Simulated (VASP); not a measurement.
Set up this calculation in VASP 6.6.1, as the native input.

```
Task                   : single point
Functional             : PBE
Potentials or basis    : VASP PAW PBE potentials, release 64 (Tl_d, Ag, Hf_pv)
Cutoff                 : 520 eV
k mesh                 : 5 × 5 × 2
Occupations            : fermi-dirac, width 0.1 eV
Spin                   : no spin polarisation
Dipole correction      : no
Further INCAR settings : ALGO = Normal; EDIFF = 1e-07; NBANDS = 44
```

The structure of Hf2Tl3Ag lies in POSCAR:

```
Hf2Tl3Ag
1.0
    4.0270870000      0.0000000000      0.0000000000
    0.0000000000      4.0270870000      0.0000000000
    0.0000000000      0.0000000000      8.8258890000
Tl Ag Hf
3 1 2
Direct
    0.5000000000      0.5000000000      0.0000000000
    0.0000000000      0.5000000000      0.3820000000
    0.5000000000      0.0000000000      0.6180000000
    0.0000000000      0.0000000000      0.0000000000
    0.0000000000      0.5000000000      0.7340000000
    0.5000000000      0.0000000000      0.2660000000
```

One way to write it, as run:

INCAR

```
PREC     = Accurate       # precision mode
ENCUT    = 520            # plane-wave cutoff, eV
EDIFF    = 1E-7           # SCF threshold, eV
ISMEAR   = -1             # smearing method
SIGMA    = 0.1            # smearing width, eV
LREAL    = F              # projectors in reciprocal space
LASPH    = T              # aspherical terms in the spheres
NELM     = 80             # most SCF steps
ALGO     = Normal         # electronic algorithm
ISIF     = 2              # what is computed and relaxed
LWAVE    = F              # write WAVECAR
LCHARG   = T              # write CHGCAR
GGA      = PE             # functional
LELF     = T              # ELF
LVHAR    = T            
NBANDS   = 44             # bands
```

KPOINTS

```
Automatic mesh
0
Gamma
  5 5 2
```

Potentials or basis: VASP PAW PBE potentials, release 64 (Tl_d, Ag, Hf_pv).

The run is started by

```bash
$ cat potpaw_PBE.64/Tl_d/POTCAR potpaw_PBE.64/Ag/POTCAR potpaw_PBE.64/Hf_pv/POTCAR > POTCAR
$ mpirun -np 1 vasp_std > vasp.out
```

Results of the run:

```
Pressure               : 1.9 GPa
Largest force          : 0.264 eV/Å
Band gap on the k mesh : zero (bands 35 and 36 overlap by 0.48 eV)
```

Caveat: spin-orbit coupling is left out, which moves the levels of the heavy elements.

It took 2.4 min on 1 thread of Intel Xeon 8259CL, with other jobs on the host, peak memory 0.27 GiB.
